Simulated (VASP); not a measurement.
# AlGaN2 (P-4m2) in VASP: further runs

AlGaN2 is run at these levels: LDA; tasks: single point.

Everything below comes from runs of VASP 6.6.1. Logs are shortened: lines on timing, memory, paths and dates and some standing lists are left out, and cuts for length are marked.

### 1 The cell of the first run

The structure is tetragonal, space group P-4m2 (No. 115). The conventional cell has a = 3.115 Å, b = 3.115 Å, c = 8.769 Å, α = 90.00°, β = 90.00°, γ = 90.00°. Al (site symmetry -4m2) has 4 N at 1.73 Å within 2.3 Å. Al (site symmetry -4m2) has 4 N at 2.06 Å within 2.7 Å. Within 2.3 Å of Ga (site symmetry 2mm) lie 4 N at 1.74 to 2.17 Å. Within 2.3 Å of N (site symmetry 2mm) lie 2 Al at 1.73 Å and 2 Ga at 2.17 Å. N (site symmetry 2mm) has 2 Ga at 1.74 Å and 2 Al at 2.06 Å within 2.3 Å.

### 2 Single point, LDA (atoms displaced along a vibrational mode)

INCAR reads:

```
  PREC = Accurate
  ENCUT = 520
  EDIFF = 1E-6
  ISMEAR = 0
  SIGMA = 0.05
  LREAL = F
  LASPH = T
  NELM = 100
  ALGO = Normal
  ISIF = 2
  LWAVE = F
  LCHARG = F
  GGA = CA
  NBANDS = 36
```

KPOINTS reads:

```
Automatic mesh
0
Gamma
  8 8 4
```

POSCAR reads:

```
AlGaN2
1.0
    3.1152864652      0.0000000000      0.0000000000
    0.0000000000      3.1152864652      0.0000000000
    0.0000000000      0.0000000000      8.7686604219
Al Ga N
2 2 4
Direct
    0.5000000000      0.5000000000      0.2500000000
    0.5000000000      0.5000000000      0.7500000000
    0.0000000000      0.0000000000     -0.0076254991
    0.0000000000      0.0000000000      0.5076254991
    0.5000000000      0.0000000000      0.3358129113
    0.5000000000      0.0000000000      0.9042384143
    0.0000000000      0.5000000000      0.1641870887
    0.0000000000      0.5000000000      0.5957615857
```

Potentials or basis: VASP PAW LDA potentials, release 64 (Al, Ga_d, N).

On the command line:

```sh
> cat potpaw_LDA.64/Al/POTCAR potpaw_LDA.64/Ga_d/POTCAR potpaw_LDA.64/N/POTCAR > POTCAR
> mpirun -np 1 vasp_std > vasp.out
```

OUTCAR:

```text
PREC = Accurate
   ENCUT = 520
   EDIFF = 1E-6
   ISMEAR = 0
   LREAL = F
   LASPH = T
   NELM = 100
   ISIF = 2
   GGA = CA

 ion  position               nearest neighbor table
   1  0.500  0.500  0.250-   5 1.73   7 1.73   5 1.73   7 1.73
   2  0.500  0.500  0.750-   6 2.06   8 2.06   6 2.06   8 2.06   3 3.06   4 3.06   3 3.06   3 3.06
                             4 3.06   4 3.06   3 3.06   4 3.06
   3  0.000  0.000  0.992-   6 1.74   6 1.74   7 2.17   7 2.17   2 3.06   2 3.06   2 3.06   2 3.06

   4  0.000  0.000  0.508-   8 1.74   8 1.74   5 2.17   5 2.17   2 3.06   2 3.06   2 3.06   2 3.06

   5  0.500  0.000  0.336-   1 1.73   1 1.73   4 2.17   4 2.17
   6  0.500  0.000  0.904-   3 1.74   3 1.74   2 2.06   2 2.06
   7  0.000  0.500  0.164-   1 1.73   1 1.73   3 2.17   3 2.17
   8  0.000  0.500  0.596-   4 1.74   4 1.74   2 2.06   2 2.06

  LATTYP: Found a simple tetragonal cell.
 ALAT       =     3.1152864652
 C/A-ratio  =     2.8147204181

  Lattice vectors:

 A1 = (   3.1152864652,   0.0000000000,   0.0000000000)
 A2 = (   0.0000000000,   3.1152864652,   0.0000000000)
 A3 = (   0.0000000000,   0.0000000000,   8.7686604219)

Analysis of symmetry for initial positions (statically):
=====================================================================
 Subroutine PRICEL returns:
 Original cell was already a primitive cell.

 Routine SETGRP: Setting up the symmetry group for a
 simple tetragonal supercell.

 Subroutine GETGRP returns: Found  8 space group operations
 (whereof  4 operations were pure point group operations)
 out of a pool of 16 trial point group operations.

The static configuration has the point symmetry C_2v.
 The point group associated with its full space group is D_2d.

Analysis of symmetry for dynamics (positions and initial velocities):
=====================================================================
 Subroutine PRICEL returns:
 Original cell was already a primitive cell.

 Routine SETGRP: Setting up the symmetry group for a
 simple tetragonal supercell.

 Subroutine GETGRP returns: Found  8 space group operations
 (whereof  4 operations were pure point group operations)
 out of a pool of 16 trial point group operations.

The dynamic configuration has the point symmetry C_2v.
 The point group associated with its full space group is D_2d.

 Subroutine INISYM returns: Found  8 space group operations
 (whereof  4 operations are pure point group operations),
 and found     1 'primitive' translations

----------------------------------------------------------------------------------------

                                     Primitive cell

  volume of cell :      85.0999

  direct lattice vectors                    reciprocal lattice vectors
     3.115286465  0.000000000  0.000000000     0.320997767  0.000000000  0.000000000
     0.000000000  3.115286465  0.000000000     0.000000000  0.320997767  0.000000000
     0.000000000  0.000000000  8.768660422     0.000000000  0.000000000  0.114042505

  length of vectors
     3.115286465  3.115286465  8.768660422     0.320997767  0.320997767  0.114042505

  position of ions in fractional coordinates (direct lattice)
     0.500000000  0.500000000  0.250000000
     0.500000000  0.500000000  0.750000000
     0.000000000  0.000000000  0.992374501
     0.000000000  0.000000000  0.507625499
     0.500000000  0.000000000  0.335812911
     0.500000000  0.000000000  0.904238414
     0.000000000  0.500000000  0.164187089
     0.000000000  0.500000000  0.595761586

  ion indices of the primitive-cell ions
   primitive index   ion index
                 1           1
                 2           2
                 3           3
                 4           4
                 5           5
                 6           6
                 7           7
                 8           8

----------------------------------------------------------------------------------------

 KPOINTS: Automatic mesh

Automatic generation of k-mesh.
 Grid dimensions read from file:
 generate k-points for:    8    8    4

[... 44 lines left out ...]
   GGA     = CA    functional components
   LHFCALC =     F    Hartree Fock is set to
   AEXX    =    0.0000 exact exchange contribution
   IVDW    =     0    specifies the selected vdW correction
   LEPSILON=     F    determine dielectric tensor
   LRPA    =     F    only Hartree local field effects (RPA)
 non-spin polarized calculation
 Gauss-broadening in eV      SIGMA  =   0.05
  energy-cutoff  :      520.00
  volume of cell :       85.10
 maximum number of plane-waves:      2316
 NGX is ok and might be reduce to    24
   NGX = 11   NGY = 11   NGZ = 33

 number of electron      51.9999973 magnetization

 Free energy of the ion-electron system (eV)
  ---------------------------------------------------
  ext. energy  EPLUGINS =         0.00000000
  ---------------------------------------------------
  free energy    TOTEN  =       -55.29818351 eV

  energy without entropy =      -55.29817774  energy(sigma->0) =      -55.29818062

 E-fermi :   7.4875     XC(G=0): -11.8535

 val. band max:        7.3766573690   @ k =   0.0000   0.0000   0.0000
 cond. band min:       7.5922952168   @ k =   0.5000   0.5000   0.0000
 fundamental gap:      0.2156378479
 Fermi energy:         7.4875097353

 k-point     1 :       0.0000    0.0000    0.0000
  band No.  band energies     occupation
      1     -11.2207      2.00000
      2     -10.7574      2.00000
      3      -8.2576      2.00000
      4      -8.0035      2.00000
      5      -8.0035      2.00000
      6      -7.6720      2.00000
[... 28 lines left out ...]
     35      14.8711      0.00000
     36      15.8260      0.00000

 k-point     2 :       0.1250    0.0000    0.0000
  band No.  band energies     occupation
      1     -11.1154      2.00000
      2     -10.6787      2.00000
      3      -8.1737      2.00000
      4      -8.0242      2.00000
      5      -8.0010      2.00000
      6      -7.6753      2.00000
[... 28 lines left out ...]
     35      14.9511      0.00000
     36      16.0989      0.00000
[... 817 lines left out ...]
     35      15.0283      0.00000
     36      15.5024      0.00000

 k-point    24 :       0.5000    0.1250    0.2500
  band No.  band energies     occupation
      1     -10.3967      2.00000
      2     -10.1417      2.00000
      3      -8.0015      2.00000
      4      -7.9312      2.00000
      5      -7.9297      2.00000
      6      -7.6769      2.00000
[... 28 lines left out ...]
     35      14.7899      0.00000
     36      15.5460      0.00000

 [... further k-points ...]

------------------------ aborting loop because EDIFF is reached ----------------------------------------

  FORCE on cell =-STRESS in cart. coord.  units (eV):
  Direction    XX          YY          ZZ          XY          YZ          ZX
  --------------------------------------------------------------------------------------
  -------------------------------------------------------------------------------------
  Total       14.5976475     14.5976475     -1.9760788      0.0000000      0.0000000      0.0000000
  in kB      274.8300569    274.8300569    -37.2036546      0.0000000      0.0000000      0.0000000
  external PRESSURE =     170.8188197 kB  Pullay stress =       0.0000000 kB

 VOLUME and BASIS-vectors are now :
 -----------------------------------------------------------------------------
  energy-cutoff  :      520.00
  volume of cell :       85.10
      direct lattice vectors                 reciprocal lattice vectors
     3.115286465  0.000000000  0.000000000     0.320997767  0.000000000  0.000000000
     0.000000000  3.115286465  0.000000000     0.000000000  0.320997767  0.000000000
     0.000000000  0.000000000  8.768660422     0.000000000  0.000000000  0.114042505

 POSITION                                       TOTAL-FORCE (eV/Angst)
 -----------------------------------------------------------------------------------
      1.55764      1.55764      2.19217         0.000000      0.000000      0.000000
      1.55764      1.55764      6.57650         0.000000      0.000000      0.000000
      0.00000      0.00000      8.70180         0.000000      0.000000      7.969839
      0.00000      0.00000      4.45120         0.000000      0.000000     -7.969839
      1.55764      0.00000      2.94463         0.000000      0.000000      7.210637
      1.55764      0.00000      7.92896         0.000000      0.000000     -7.447809
      0.00000      1.55764      1.43970         0.000000      0.000000     -7.210637
      0.00000      1.55764      5.22403         0.000000      0.000000      7.447809
 -----------------------------------------------------------------------------------
    total drift:                                0.000000      0.000000      0.000000

  FREE ENERGIE OF THE ION-ELECTRON SYSTEM (eV)
  ---------------------------------------------------
  free  energy   TOTEN  =       -55.2981835075 eV

  energy  without entropy=      -55.2981777403  energy(sigma->0) =      -55.29818062
```

Wall time 1.9 min (1 thread of Intel Xeon Platinum 8259CL at 2.50GHz (Skylake/Cascade Lake), shared host); peak memory 0.24 GiB.

What came out:

```
Free energy            : -55.2982 eV
Pressure               : 17.1 GPa
Largest force          : 7.970 eV/Å
Band gap on the k mesh : 0.22 eV (least direct gap 0.27 eV)
```

Forces on the atoms (eV/Å):
```
Al   0.000  0.000  0.000
Al   0.000  0.000  0.000
Ga   0.000  0.000  7.970
Ga   0.000  0.000 -7.970
N    0.000  0.000  7.211
N    0.000  0.000 -7.448
N    0.000  0.000 -7.211
N    0.000  0.000  7.448
```

Stress tensor (GPa, compression positive):
```
27.48  0.00  0.00
 0.00 27.48  0.00
 0.00  0.00 -3.72
```

Levels at points of the mesh, in eV from the valence-band top:
```
           k point  band 23  band 24  band 25  band 26  band 27  band 28  band 29  band 30
(0.00, 0.00, 0.00)    -2.54    -1.80     0.00     0.00     0.27     0.27     4.65     5.05
(0.50, 0.00, 0.00)    -1.87    -1.49    -1.17    -0.43     1.93     2.54     4.45     4.61
(0.50, 0.50, 0.00)    -3.17    -3.17    -2.60    -2.13     0.22     0.22     3.50     4.17
(0.00, 0.00, 0.50)    -2.49    -2.41    -0.02    -0.02     0.46     0.55     4.33     4.45
(0.50, 0.00, 0.50)    -1.87    -1.81    -1.74    -0.43     2.29     2.61     4.51     4.68
(0.50, 0.50, 0.50)    -3.39    -3.39    -2.68    -2.41     0.63     0.63     4.19     4.27
```

Caveat: the cell differs from its parent crystal (atoms displaced along a vibrational mode); the stress differs along the axes, from -4 to 27 GPa; semilocal functionals underestimate gaps, and a narrow one can read as zero; forces of over 1 eV/Å act on the atoms, so gaps and moduli don't describe the material at rest. A k mesh can miss the band edges.

### 3 Single point, LDA (atoms displaced along a vibrational mode)

INCAR reads:

```
SYSTEM = AlGaN2
PREC = Accurate ; ENCUT = 520
EDIFF = 1E-6 ; ISMEAR = 0
SIGMA = 0.05 ; LREAL = .False.
LASPH = .True. ; NELM = 80
ALGO = Normal ; ISIF = 2
LWAVE = .False. ; LCHARG = .True.
LELF = .True. ; LVHAR = .True.
NBANDS = 36
```

KPOINTS reads:

```
regular mesh
0
Gamma
  8 8 4
  0 0 0
```

POSCAR reads:

```
AlGaN2
1.0
    3.1152864652      0.0000000000      0.0000000000
    0.0000000000      3.1152864652      0.0000000000
    0.0000000000      0.0000000000      8.7686604219
Al Ga N
2 2 4
Direct
    0.5000000000      0.5000000000      0.2500000000
    0.5000000000      0.5000000000      0.7500000000
    0.0000000000      0.0000000000      0.0057191243
    0.0000000000      0.0000000000      0.4942808757
    0.5000000000      0.0000000000      0.3956852264
    0.5000000000      0.0000000000      0.8443660992
    0.0000000000      0.5000000000      0.1043147736
    0.0000000000      0.5000000000      0.6556339008
```

Potentials or basis: VASP PAW LDA potentials, release 64 (Al, Ga_d, N).

On the command line:

```sh
> cat potpaw_LDA.64/Al/POTCAR potpaw_LDA.64/Ga_d/POTCAR potpaw_LDA.64/N/POTCAR > POTCAR
> mpirun -np 1 vasp_std > vasp.out
```

It took 2.1 min on 1 thread of Intel Xeon Platinum 8259CL at 2.50GHz (Skylake/Cascade Lake), shared host; peak memory 0.24 GiB.

The run converged. Its results:

* Free energy: -57.5361 eV
* Pressure: 10.2 GPa
* Largest force: 6.473 eV/Å
* Band gap on the k mesh: 1.07 eV

Forces on the atoms (eV/Å):
```
Al   0.000  0.000  0.000
Al   0.000  0.000  0.000
Ga   0.000  0.000 -6.473
Ga   0.000  0.000  6.473
N    0.000  0.000 -6.021
N    0.000  0.000  5.768
N    0.000  0.000  6.021
N    0.000  0.000 -5.768
```

Stress tensor (GPa, compression positive):
```
16.26  0.00  0.00
 0.00 16.26  0.00
 0.00  0.00 -1.96
```

Levels at points of the mesh, in eV from the valence-band top:
```
           k point  band 24  band 25  band 26  band 27  band 28  band 29
(0.00, 0.00, 0.00)    -1.34     0.00     0.00     1.07     1.11     4.94
(0.50, 0.00, 0.00)    -1.35    -1.10    -0.31     3.07     3.89     5.28
(0.50, 0.50, 0.00)    -2.90    -2.54    -2.29     1.08     1.08     4.47
(0.00, 0.00, 0.50)    -2.02    -0.04    -0.04     1.30     1.41     4.42
(0.50, 0.00, 0.50)    -1.64    -1.51    -0.31     3.45     3.99     5.32
(0.50, 0.50, 0.50)    -3.12    -2.63    -2.57     1.54     1.54     5.21
```

Caveat: the cell differs from its parent crystal (atoms displaced along a vibrational mode); the stress differs along the axes, from -2 to 16 GPa; forces of over 1 eV/Å act on the atoms, so gaps and moduli don't describe the material at rest. A k mesh can miss the band edges.

### 4 Single point, LDA (atoms displaced along a vibrational mode)

INCAR reads:

```
SYSTEM = AlGaN2
  PREC = Accurate
  ENCUT = 520
  EDIFF = 1E-6
  ISMEAR = 0
  SIGMA = 0.05
  LREAL = .FALSE.
  LASPH = .TRUE.
  NELM = 60
  ALGO = Normal
  ISIF = 2
  LWAVE = .FALSE.
  LCHARG = .TRUE.
  LELF = .TRUE.
  LVHAR = .TRUE.
  NBANDS = 36
```

KPOINTS reads:

```
regular mesh
0
G
  8 8 4
  0 0 0
```

POSCAR reads:

```
AlGaN2
1.0
    3.1152864652      0.0000000000      0.0000000000
    0.0000000000      3.1152864652      0.0000000000
    0.0000000000      0.0000000000      8.7686604219
Al Ga N
2 2 4
Direct
    0.5000000000      0.5000000000      0.2500000000
    0.5000000000      0.5000000000      0.7500000000
    0.0000000000      0.0000000000     -0.0038127495
    0.0000000000      0.0000000000      0.5038127495
    0.5000000000      0.0000000000      0.3529192871
    0.5000000000      0.0000000000      0.8871320385
    0.0000000000      0.5000000000      0.1470807129
    0.0000000000      0.5000000000      0.6128679615
```

On the command line:

```sh
> cat potpaw_LDA.64/Al/POTCAR potpaw_LDA.64/Ga_d/POTCAR potpaw_LDA.64/N/POTCAR > POTCAR
> mpirun -np 1 vasp_std > vasp.out
```

Wall time 2 min (1 thread of Intel Xeon Platinum 8259CL at 2.50GHz (Skylake/Cascade Lake), shared host); peak memory 0.24 GiB.

The run converged. Its results:

```yaml
Free_energy: -59.2271 eV
Pressure: 5.1 GPa
Largest_force: 4.532 eV/Å
Band_gap_on_the_k_mesh: 1.94 eV
```

Forces on the atoms (eV/Å):
```
Al   0.000  0.000  0.000
Al   0.000  0.000  0.000
Ga   0.000  0.000  4.532
Ga   0.000  0.000 -4.532
N    0.000  0.000  4.012
N    0.000  0.000 -4.189
N    0.000  0.000 -4.012
N    0.000  0.000  4.189
```

Stress tensor (GPa, compression positive):
```
 7.83  0.00  0.00
 0.00  7.83  0.00
 0.00  0.00 -0.43
```

Levels at points of the mesh, in eV from the valence-band top:
| k point | band 24 | band 25 | band 26 | band 27 | band 28 | band 29 |
| --- | --- | --- | --- | --- | --- | --- |
| (0.00, 0.00, 0.00) | -0.86 | 0.00 | 0.00 | 1.94 | 2.09 | 5.07 |
| (0.50, 0.00, 0.00) | -1.19 | -0.95 | -0.26 | 4.16 | 5.24 | 6.09 |
| (0.50, 0.50, 0.00) | -2.65 | -2.45 | -2.39 | 2.02 | 2.02 | 5.37 |
| (0.00, 0.00, 0.50) | -1.53 | -0.06 | -0.06 | 2.32 | 2.38 | 4.48 |
| (0.50, 0.00, 0.50) | -1.55 | -1.19 | -0.27 | 4.64 | 5.42 | 5.98 |
| (0.50, 0.50, 0.50) | -2.88 | -2.72 | -2.57 | 2.58 | 2.58 | 5.19 |

Caveat: the cell differs from its parent crystal (atoms displaced along a vibrational mode); the stress differs along the axes, from -0 to 8 GPa; forces of over 1 eV/Å act on the atoms, so gaps and moduli don't describe the material at rest.

### 5 Single point, LDA (atoms displaced along a vibrational mode)

INCAR reads:

```
PREC = Accurate ; ENCUT = 520
EDIFF = 1E-6 ; ISMEAR = 0
SIGMA = 0.05 ; LREAL = F
LASPH = T ; NELM = 80
ALGO = Normal ; ISIF = 2
LWAVE = F ; LCHARG = F
NBANDS = 36
```

KPOINTS reads:

```
regular mesh
0
Gamma
  8 8 4
```

POSCAR reads:

```
AlGaN2
1.0
    3.1152864652      0.0000000000      0.0000000000
    0.0000000000      3.1152864652      0.0000000000
    0.0000000000      0.0000000000      8.7686604219
Al Ga N
2 2 4
Direct
    0.5000000000      0.5000000000      0.2500000000
    0.5000000000      0.5000000000      0.7500000000
    0.0000000000      0.0000000000      0.0019063748
    0.0000000000      0.0000000000      0.4980936252
    0.5000000000      0.0000000000      0.3785788507
    0.5000000000      0.0000000000      0.8614724749
    0.0000000000      0.5000000000      0.1214211493
    0.0000000000      0.5000000000      0.6385275251
```

On the command line:

```sh
> cat potpaw_LDA.64/Al/POTCAR potpaw_LDA.64/Ga_d/POTCAR potpaw_LDA.64/N/POTCAR > POTCAR
> mpirun -np 1 vasp_std > vasp.out
```

Wall time 1.9 min (1 thread of Intel Xeon Platinum 8259CL at 2.50GHz (Skylake/Cascade Lake), shared host); peak memory 0.24 GiB.

It converged, with:

| Item | Value |
| --- | --- |
| Free energy | -60.2757 eV |
| Pressure | 1.9 GPa |
| Largest force | 2.327 eV/Å |
| Band gap on the k mesh | 2.71 eV |

Forces on the atoms (eV/Å):
```
Al   0.000  0.000  0.000
Al   0.000  0.000  0.000
Ga   0.000  0.000 -2.327
Ga   0.000  0.000  2.327
N    0.000  0.000 -2.145
N    0.000  0.000  2.050
N    0.000  0.000  2.145
N    0.000  0.000 -2.050
```

Stress tensor (GPa, compression positive):
```
2.63 0.00 0.00
0.00 2.63 0.00
0.00 0.00 0.55
```

Levels at points of the mesh, in eV from the valence-band top:
```
           k point  band 24  band 25  band 26  band 27  band 28  band 29
(0.00, 0.00, 0.00)    -0.43     0.00     0.00     2.71     3.03     5.22
(0.50, 0.00, 0.00)    -0.96    -0.75    -0.33     4.99     6.28     6.83
(0.50, 0.50, 0.00)    -2.44    -2.40    -2.37     2.86     2.86     6.06
(0.00, 0.00, 0.50)    -0.95    -0.14    -0.14     3.33     3.38     4.48
(0.50, 0.00, 0.50)    -1.45    -0.96    -0.33     5.64     6.28     6.59
(0.50, 0.50, 0.50)    -2.76    -2.76    -2.57     3.66     3.66     5.00
```

Caveat: the cell differs from its parent crystal (atoms displaced along a vibrational mode); forces of over 1 eV/Å act on the atoms, so gaps and moduli don't describe the material at rest. A k mesh can miss the band edges.

### 6 Summary

```csv
cell,gap on the mesh (eV),pressure (GPa),largest force (eV/Å)
"as given, atomic positions A",0.22,17.1,7.97
"as given, atomic positions B",1.07,10.2,6.47
"as given, atomic positions C",1.94,5.1,4.53
"as given, atomic positions D",2.71,1.9,2.33
```

Alike in all rows: task single point; level LDA; potentials or basis VASP PAW LDA potentials, release 64 (Al, Ga_d, N); no spin polarisation; k mesh 8 × 8 × 4; cutoff (eV) 520; smearing gaussian 0.05 eV.

Caveats: forces of over 1 eV/Å act on the atoms, so gaps and moduli don't describe the material at rest; the stress differs along the axes, from -4 to 27 GPa (at least some runs); semilocal functionals underestimate gaps, and a narrow one can read as zero (at least some runs); the stress differs along the axes, from -2 to 16 GPa (at least some runs); the stress differs along the axes, from -0 to 8 GPa (at least some runs).

Absolute energies hang on the potentials; compare differences alone.
